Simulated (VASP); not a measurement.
Runs of VASP 6.6.1 on GaSb. The structure is that of space group Immm (No. 71), or close to it. The cells are those of the table. 

```csv
cell,gap on the mesh (eV),pressure (GPa)
"a = 4.214 Å, angles 138.6, 114.9, 80.1°, 2 atoms",none,8.7
"a = 4.114 Å, angles 134.8, 111.6, 85.8°, 2 atoms",none,2.6
"a = 4.060 Å, angles 134.4, 96.7, 100.6°, 2 atoms",none,(a)
"a = 4.042 Å, angles 132.2, 107.0, 92.1°, 2 atoms",none,0.4
"a = 4.059 Å, angles 133.3, 105.6, 92.6°, 2 atoms",none,0.3
"a = 4.247 Å, angles 140.8, 112.2, 81.2°, 2 atoms",none,8.8
"a = 4.116 Å, angles 136.9, 101.4, 94.1°, 2 atoms",none,0.4
"a = 4.040 Å, angles 133.2, 98.0, 100.1°, 2 atoms",none,2.6
```

Alike in all rows: task single point; level LDA; potentials or basis VASP PAW LDA potentials, release 64 (Ga_d, Sb); no spin polarisation; k mesh 16 × 16 × 16; cutoff (eV) 520; smearing gaussian 0.15 eV.

Question: Estimate the missing entries.

Answer: (a) 2.8.

Caveats: spin-orbit coupling is left out, which moves the levels of the heavy elements; the stress differs along the axes, from -4 to 16 GPa (at least some runs); the stress differs along the axes, from -10 to 18 GPa (at least some runs); the stress differs along the axes, from -7 to 9 GPa (at least some runs); the stress differs along the axes, from -10 to 19 GPa (at least some runs).

A k mesh can miss the band edges, and the runs leave out spin-orbit coupling on Ga, Sb.

A gap of «none» marks levels without a gap at the run's occupations.
